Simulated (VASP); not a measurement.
# V (Fd-3m) in VASP: notebook

V is run at these levels: r2SCAN; tasks: single point.

All numbers are computed with VASP 6.6.1; they aren't measurements. Logs are shortened: lines on timing, memory, paths and dates and some standing lists are left out, and cuts for length are marked.

## Step 1: The cell of the first run

It takes space group Fd-3m (No. 227, cubic). Conventional cell: a = 5.305 Å, b = 5.305 Å, c = 5.305 Å, α = 90.00°, β = 90.00°, γ = 90.00°. Within 3.0 Å of V (site symmetry -43m) lie 4 V at 2.30 Å.

This isn't the form of V at room conditions, which is bcc.

## Step 2: Single point, r2SCAN (18.67 Å³/atom)

POSCAR reads:

```
V
1.0
    0.0000000000      2.6527385423      2.6527385423
    2.6527385423      0.0000000000      2.6527385423
    2.6527385423      2.6527385423      0.0000000000
V
2
Direct
    0.1250000000      0.1250000000      0.1250000000
    0.8750000000      0.8750000000      0.8750000000
```

INCAR.step1 reads:

```
SYSTEM = V
  PREC = Accurate
  ENCUT = 520
  ISMEAR = -1
  SIGMA = 0.1
  LREAL = .FALSE.
  LASPH = .TRUE.
  NELM = 60
  NBANDS = 20
  GGA = PE
  ALGO = Normal
  EDIFF = 1E-4
  LWAVE = .TRUE.
  LCHARG = .FALSE.
```

INCAR.step2 reads:

```
SYSTEM = V
  PREC = Accurate
  ENCUT = 520
  EDIFF = 1E-7
  ISMEAR = -1
  SIGMA = 0.1
  LREAL = .FALSE.
  LASPH = .TRUE.
  NELM = 60
  ALGO = Normal
  ISIF = 2
  LWAVE = .FALSE.
  LCHARG = .TRUE.
  METAGGA = R2SCAN
  LMIXTAU = .TRUE.
  LELF = .TRUE.
  LVHAR = .TRUE.
  NBANDS = 20
  ISTART = 1
```

KPOINTS reads:

```
regular mesh
0
G
  12 12 12
  0 0 0
```

Potentials or basis: VASP PAW PBE potentials, release 64 (V_sv).

On the command line:

```bash
cat potpaw_PBE.64/V_sv/POTCAR > POTCAR
cp INCAR.step1 INCAR
mpirun -np 1 vasp_std > vasp.out
cp INCAR.step2 INCAR
mpirun -np 1 vasp_std > vasp.out
```

OUTCAR:

```text
SYSTEM = V
   PREC = Accurate
   ENCUT = 520
   EDIFF = 1E-7
   ISMEAR = -1
   LREAL = .FALSE.
   LASPH = .TRUE.
   NELM = 60
   ISIF = 2
   METAGGA = R2SCAN
   ISTART = 1

 ion  position               nearest neighbor table
   1  0.125  0.125  0.125-   2 2.30   2 2.30   2 2.30   2 2.30
   2  0.875  0.875  0.875-   1 2.30   1 2.30   1 2.30   1 2.30

  LATTYP: Found a face centered cubic cell.
 ALAT       =     5.3054770846

  Lattice vectors:

 A1 = (   0.0000000000,   2.6527385423,   2.6527385423)
 A2 = (   2.6527385423,   0.0000000000,   2.6527385423)
 A3 = (   2.6527385423,   2.6527385423,   0.0000000000)

Analysis of symmetry for initial positions (statically):
=====================================================================
 Subroutine PRICEL returns:
 Original cell was already a primitive cell.

 Routine SETGRP: Setting up the symmetry group for a
 face centered cubic supercell.

 Subroutine GETGRP returns: Found 48 space group operations
 (whereof 12 operations were pure point group operations)
 out of a pool of 48 trial point group operations.

The static configuration has the point symmetry D_3d.
 The point group associated with its full space group is O_h .

Analysis of symmetry for dynamics (positions and initial velocities):
=====================================================================
 Subroutine PRICEL returns:
 Original cell was already a primitive cell.

 Routine SETGRP: Setting up the symmetry group for a
 face centered cubic supercell.

 Subroutine GETGRP returns: Found 48 space group operations
 (whereof 12 operations were pure point group operations)
 out of a pool of 48 trial point group operations.

The dynamic configuration has the point symmetry D_3d.
 The point group associated with its full space group is O_h .

 Subroutine INISYM returns: Found 48 space group operations
 (whereof 12 operations are pure point group operations),
 and found     1 'primitive' translations

----------------------------------------------------------------------------------------

                                     Primitive cell

  volume of cell :      37.3348

  direct lattice vectors                    reciprocal lattice vectors
     0.000000000  2.652738542  2.652738542    -0.188484463  0.188484463  0.188484463
     2.652738542  0.000000000  2.652738542     0.188484463 -0.188484463  0.188484463
     2.652738542  2.652738542  0.000000000     0.188484463  0.188484463 -0.188484463

  length of vectors
     3.751538824  3.751538824  3.751538824     0.326464667  0.326464667  0.326464667

  position of ions in fractional coordinates (direct lattice)
     0.125000000  0.125000000  0.125000000
     0.875000000  0.875000000  0.875000000

  ion indices of the primitive-cell ions
   primitive index   ion index
                 1           1
                 2           2

----------------------------------------------------------------------------------------

 KPOINTS: regular mesh

Automatic generation of k-mesh.
 Grid dimensions read from file:
 generate k-points for:   12   12   12

 Generating k-lattice:

  Cartesian coordinates                     Fractional coordinates (reciprocal lattice)
    -0.015707039  0.015707039  0.015707039     0.083333333  0.000000000  0.000000000
     0.015707039 -0.015707039  0.015707039     0.000000000  0.083333333  0.000000000
     0.015707039  0.015707039 -0.015707039     0.000000000  0.000000000  0.083333333

  Length of vectors
     0.027205389  0.027205389  0.027205389

  Shift w.r.t. Gamma in fractional coordinates (k-lattice)
     0.000000000  0.000000000  0.000000000

 Subroutine IBZKPT returns following result:
 ===========================================

 Found     72 irreducible k-points:

 Following reciprocal coordinates:
            Coordinates               Weight
  0.000000  0.000000  0.000000      1.000000
  0.083333  0.000000  0.000000      8.000000
  0.166667  0.000000  0.000000      8.000000
  0.250000  0.000000  0.000000      8.000000
  0.333333  0.000000  0.000000      8.000000
  0.416667  0.000000  0.000000      8.000000
[... 16 lines left out ...]
  0.500000  0.166667  0.000000     24.000000
 -0.416667  0.166667  0.000000     24.000000
 [... further k-points ...]
   k-points           NKPTS =     72   k-points in BZ     NKDIM =     72   number of bands    NBANDS=     20
   number of dos      NEDOS =    301   number of ions     NIONS =      2
   total plane-waves  NPLWV =  21952
   dimension x,y,z NGX =    28 NGY =   28 NGZ =   28
   dimension x,y,z NGXF=    56 NGYF=   56 NGZF=   56
   ions per type =               2
   NGX,Y,Z   is equivalent  to a cutoff of  12.41, 12.41, 12.41 a.u.
   NGXF,Y,Z  is equivalent  to a cutoff of  24.82, 24.82, 24.82 a.u.
 SYSTEM =  V
   PREC   = accura    normal or accurate (medium, high low for compatibility)
   ISTART =      1    job   : 0-new  1-cont  2-samecut
   ICHARG =      0    charge: 1-file 2-atom 10-const
   ISPIN  =      1    spin polarized calculation?
   LNONCOLLINEAR =      F non collinear calculations
   LSORBIT =      F    spin-orbit coupling
   LASPH  =      T    aspherical Exc in radial PAW
   ENCUT  =  520.0 eV  38.22 Ry    6.18 a.u.   6.98  6.98  6.98*2*pi/ulx,y,z
   NELM   =     60;   NELMIN=  2; NELMDL=  0     # of ELM steps
   EDIFF  = 0.1E-06   stopping-criterion for ELM
   LREAL  =      F    real-space projection
   EDIFFG = 0.1E-05   stopping-criterion for IOM
   NSW    =      0    number of steps for IOM
   IBRION =     -1    ionic relax: 0-MD 1-quasi-New 2-CG
   NFREE  =      0    steps in history (QN), initial steepest desc. (CG)
   ISIF   =      2    stress and relaxation
   ISYM   =      2    0-nonsym 1-usesym 2-fastsym
   POTIM  = 0.5000    time-step for ionic-motion
   TEBEG  =    0.0;   TEEND  =   0.0 temperature during run
   PSTRESS=    0.0 pullay stress
   NELECT =      26.0000    total number of electrons
   NUPDOWN=      -1.0000    fix difference up-down
   EMIN   =  10.00;   EMAX   =-10.00  energy-range for DOS
   EFERMI =   0.00;   METHOD = LEGACY
   ISMEAR =    -1;   SIGMA  =   0.10  broadening in eV -4-tet -1-fermi 0-gaus
   EFERMI_NEDOS =   21; number of points for ismear=-14 and -15
   IALGO  =     38    algorithm
   IMIX   =      4    mixing-type and parameters
     AMIX     =   0.40;   BMIX     =  1.00
     AMIX_MAG =   1.60;   BMIX_MAG =  1.00
  volume/ion in A,a.u.               =      18.67       125.97
  Fermi-wavevector in a.u.,A,eV,Ry     =   1.451092  2.742166 28.649337  2.105667
  Thomas-Fermi vector in A             =   2.568629
   LORBIT       =      0    0 simple, 1 ext, 2 COOP (PROOUT), +10 PAW based schemes
   METAGGA = R2SCAN    functional components
   LHFCALC =     F    Hartree Fock is set to
   AEXX    =    0.0000 exact exchange contribution
   IVDW    =     0    specifies the selected vdW correction
   LEPSILON=     F    determine dielectric tensor
   LRPA    =     F    only Hartree local field effects (RPA)
 non-spin polarized calculation
  energy-cutoff  :      520.00
  volume of cell :       37.33
 maximum number of plane-waves:      1036
   NGX = 13   NGY = 13   NGZ = 13

 number of electron      26.0000014 magnetization

 Free energy of the ion-electron system (eV)
  ---------------------------------------------------
  ext. energy  EPLUGINS =         0.00000000
  ---------------------------------------------------
  free energy    TOTEN  =       -23.11918180 eV

  energy without entropy =      -22.95578369  energy(sigma->0) =      -23.03748275

 E-fermi :   6.2028     XC(G=0): -11.6806

 val. band max:        6.1855991625   @ k =  -0.4167   0.4167   0.1667
 cond. band min:       6.2052768497   @ k =   0.3333   0.0833   0.0000
 fundamental gap:      0.0196776872
 Fermi energy:         6.2027905715

 k-point     1 :       0.0000    0.0000    0.0000
  band No.  band energies     occupation
      1     -60.0546      2.00000
      2     -59.4141      2.00000
      3     -33.0083      2.00000
      4     -33.0083      2.00000
      5     -33.0083      2.00000
      6     -32.1272      2.00000
[... 12 lines left out ...]
     19      10.2276      0.00000
     20      19.8345      0.00000

 k-point     2 :       0.0833    0.0000    0.0000
  band No.  band energies     occupation
      1     -60.0466      2.00000
      2     -59.4224      2.00000
      3     -33.0164      2.00000
      4     -33.0163      2.00000
      5     -33.0086      2.00000
      6     -32.1283      2.00000
[... 12 lines left out ...]
     19      10.2182      0.00000
     20      18.0904      0.00000

 k-point     3 :       0.1667    0.0000    0.0000
  band No.  band energies     occupation
      1     -60.0235      2.00000
      2     -59.4463      2.00000
      3     -33.0375      2.00000
      4     -33.0375      2.00000
      5     -33.0096      2.00000
      6     -32.1309      2.00000
[... 12 lines left out ...]
     19      10.1841      0.00000
     20      16.1107      0.00000

 k-point     4 :       0.2500    0.0000    0.0000
  band No.  band energies     occupation
      1     -59.9886      2.00000
      2     -59.4824      2.00000
      3     -33.0649      2.00000
      4     -33.0649      2.00000
      5     -33.0118      2.00000
      6     -32.1336      2.00000
[... 12 lines left out ...]
     19      10.1098      0.00000
     20      14.2280      0.00000

 k-point     5 :       0.3333    0.0000    0.0000
  band No.  band energies     occupation
      1     -59.9478      2.00000
      2     -59.5244      2.00000
      3     -33.0909      2.00000
      4     -33.0908      2.00000
      5     -33.0149      2.00000
      6     -32.1352      2.00000
[... 12 lines left out ...]
     19       9.9800      0.00000
     20      12.5542      0.00000
[... 353 lines left out ...]
      6     -32.2414      2.00000
[... 12 lines left out ...]
     19      10.3237      0.00000
     20      13.5511      0.00000

 k-point    22 :       0.4167    0.1667    0.0000
  band No.  band energies     occupation
      1     -59.9069      2.00000
      2     -59.5662      2.00000
      3     -33.1687      2.00000
      4     -33.1407      2.00000
      5     -32.8886      2.00000
      6     -32.2572      2.00000
[... 12 lines left out ...]
     19      10.1999      0.00000
     20      11.9827      0.00000

 k-point    23 :       0.5000    0.1667    0.0000
  band No.  band energies     occupation
      1     -59.8754      2.00000
      2     -59.5983      2.00000
      3     -33.1928      2.00000
      4     -33.1448      2.00000
      5     -32.8817      2.00000
      6     -32.2633      2.00000
[... 12 lines left out ...]
     19       9.9597      0.00000
     20      10.9243      0.00000

 k-point    24 :      -0.4167    0.1667    0.0000
  band No.  band energies     occupation
      1     -59.8708      2.00000
      2     -59.6030      2.00000
      3     -33.2018      2.00000
      4     -33.1358      2.00000
      5     -32.8869      2.00000
      6     -32.2573      2.00000
[... 12 lines left out ...]
     19       9.9942      0.00000
     20      10.8036      0.00000

 [... further k-points ...]

------------------------ aborting loop because EDIFF is reached ----------------------------------------

  FORCE on cell =-STRESS in cart. coord.  units (eV):
  Direction    XX          YY          ZZ          XY          YZ          ZX
  --------------------------------------------------------------------------------------
  -------------------------------------------------------------------------------------
  Total       -0.3543687     -0.3543687     -0.3543687      0.0000000     -0.0000000      0.0000000
  in kB      -15.2073173    -15.2073173    -15.2073173      0.0000000     -0.0000000      0.0000000
  external PRESSURE =     -15.2073173 kB  Pullay stress =       0.0000000 kB

 VOLUME and BASIS-vectors are now :
 -----------------------------------------------------------------------------
  energy-cutoff  :      520.00
  volume of cell :       37.33
      direct lattice vectors                 reciprocal lattice vectors
     0.000000000  2.652738542  2.652738542    -0.188484463  0.188484463  0.188484463
     2.652738542  0.000000000  2.652738542     0.188484463 -0.188484463  0.188484463
     2.652738542  2.652738542  0.000000000     0.188484463  0.188484463 -0.188484463

 POSITION                                       TOTAL-FORCE (eV/Angst)
 -----------------------------------------------------------------------------------
      0.66318      0.66318      0.66318         0.000000      0.000000      0.000000
      4.64229      4.64229      4.64229        -0.000000     -0.000000     -0.000000
 -----------------------------------------------------------------------------------
    total drift:                                0.000000     -0.000000     -0.000000

  FREE ENERGIE OF THE ION-ELECTRON SYSTEM (eV)
  ---------------------------------------------------
  free  energy   TOTEN  =       -23.1191818016 eV

  energy  without entropy=      -22.9557836916  energy(sigma->0) =      -23.03748275
```

Wall time 4.5 min (1 thread of Intel Xeon 8259CL, shared host); peak memory 0.19 GiB.

What came out:

| Property | Result |
| --- | --- |
| Free energy | -23.1192 eV |
| Pressure | -1.5 GPa |
| Band gap on the k mesh | zero (bands 13 and 14 overlap by 1.06 eV) |

Caveat: the PAW data sets were made with another functional, which shifts forces and pressure a little.

## Step 3: Single point, r2SCAN (19.39 Å³/atom)

This run uses another cell than the first one, of 19.39 Å³/atom.

POSCAR reads:

```
V
1.0
    0.0000000000      2.6863210762      2.6863210762
    2.6863210762      0.0000000000      2.6863210762
    2.6863210762      2.6863210762      0.0000000000
V
2
Direct
    0.1250000000      0.1250000000      0.1250000000
    0.8750000000      0.8750000000      0.8750000000
```

INCAR.step1 reads:

```
SYSTEM = V
PREC = Accurate ; ENCUT = 520
ISMEAR = -1 ; SIGMA = 0.1
LREAL = .False. ; LASPH = .True.
NELM = 100 ; NBANDS = 20
GGA = PE ; ALGO = Normal
EDIFF = 1E-4 ; LWAVE = .True.
LCHARG = .False.
```

INCAR.step2 reads:

```
SYSTEM = V
PREC = Accurate ; ENCUT = 520
EDIFF = 1E-7 ; ISMEAR = -1
SIGMA = 0.1 ; LREAL = .False.
LASPH = .True. ; NELM = 100
ALGO = Normal ; ISIF = 2
LWAVE = .False. ; LCHARG = .False.
METAGGA = R2SCAN ; LMIXTAU = .True.
NBANDS = 20 ; ISTART = 1
```

KPOINTS reads:

```
regular mesh
0
Gamma
  12 12 12
  0 0 0
```

Potentials or basis: VASP PAW PBE potentials, release 64 (V_sv).

On the command line:

```bash
cat potpaw_PBE.64/V_sv/POTCAR > POTCAR
cp INCAR.step1 INCAR
mpirun -np 1 vasp_std > vasp.out
cp INCAR.step2 INCAR
mpirun -np 1 vasp_std > vasp.out
```

Run time: 4.1 min. Hardware: 1 thread of Intel Xeon 8259CL, shared host; peak memory 0.19 GiB.

It converged, with:

* Free energy: -23.0970 eV
* Pressure: -3.5 GPa
* Band gap on the k mesh: zero (bands 13 and 14 overlap by 1.01 eV)

Levels at points of the mesh, in eV from the Fermi level:
| k point | band 10 | band 11 | band 12 | band 13 | band 14 | band 15 | band 16 | band 17 |
| --- | --- | --- | --- | --- | --- | --- | --- | --- |
| (0.00, 0.00, 0.00) | -0.88 | -0.88 | -0.58 | -0.58 | -0.58 | 1.58 | 1.58 | 1.58 |
| (0.50, 0.00, 0.00) | -1.68 | -0.86 | -0.86 | -0.54 | -0.54 | 0.19 | 2.46 | 2.46 |
| (0.50, 0.50, 0.00) | -2.16 | -0.45 | -0.45 | 0.09 | 0.09 | 1.44 | 1.44 | 3.59 |

Caveat: the cell stands under tension; the PAW data sets were made with another functional, which shifts forces and pressure a little.

(Continued in part 2 of 2.)
